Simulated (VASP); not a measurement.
Set up this calculation in VASP 6.6.1, as the native input.

```
Task                   : single point
Functional             : PBE
Potentials or basis    : VASP PAW PBE potentials, release 64 (In_d, P)
Cutoff                 : 520 eV
k mesh                 : 14 × 14 × 14
Occupations            : fermi-dirac, width 0.08 eV
Spin                   : no spin polarisation
Dipole correction      : no
Further INCAR settings : ALGO = Normal; EDIFF = 1e-06; NBANDS = 16
```

The structure of InP (rocksalt type) lies in POSCAR:

```
InP
1.0
    0.0000000000      2.8248947093      2.8248947093
    2.8248947093      0.0000000000      2.8248947093
    2.8248947093      2.8248947093      0.0000000000
In P
1 1
Direct
    0.0000000000      0.0000000000      0.0000000000
    0.5000000000      0.5000000000      0.5000000000
```

These files were run (other wordings do the same):

INCAR

```
  PREC = Accurate
  ENCUT = 520
  EDIFF = 1E-6
  ISMEAR = -1
  SIGMA = 0.08
  LREAL = False
  LASPH = True
  NELM = 60
  ALGO = Normal
  ISIF = 2
  LWAVE = False
  LCHARG = False
  GGA = PE
  NBANDS = 16
```

KPOINTS

```
regular mesh
0
Gamma
  14 14 14
```

Potentials or basis: VASP PAW PBE potentials, release 64 (In_d, P).

Launch:

```bash
$ cat potpaw_PBE.64/In_d/POTCAR potpaw_PBE.64/P/POTCAR > POTCAR
$ mpirun -np 1 vasp_std > vasp.out
```

Results of the run:

| Property | Result |
| --- | --- |
| Pressure | -3.7 GPa |
| Band gap on the k mesh | zero (bands 9 and 10 overlap by 2.42 eV) |

Caveat: the cell stands under tension; spin-orbit coupling is left out, which moves the levels of the heavy elements.

Run time: 2.1 min on 1 thread of Intel Xeon 8259CL, on a shared host, peak memory 0.22 GiB.
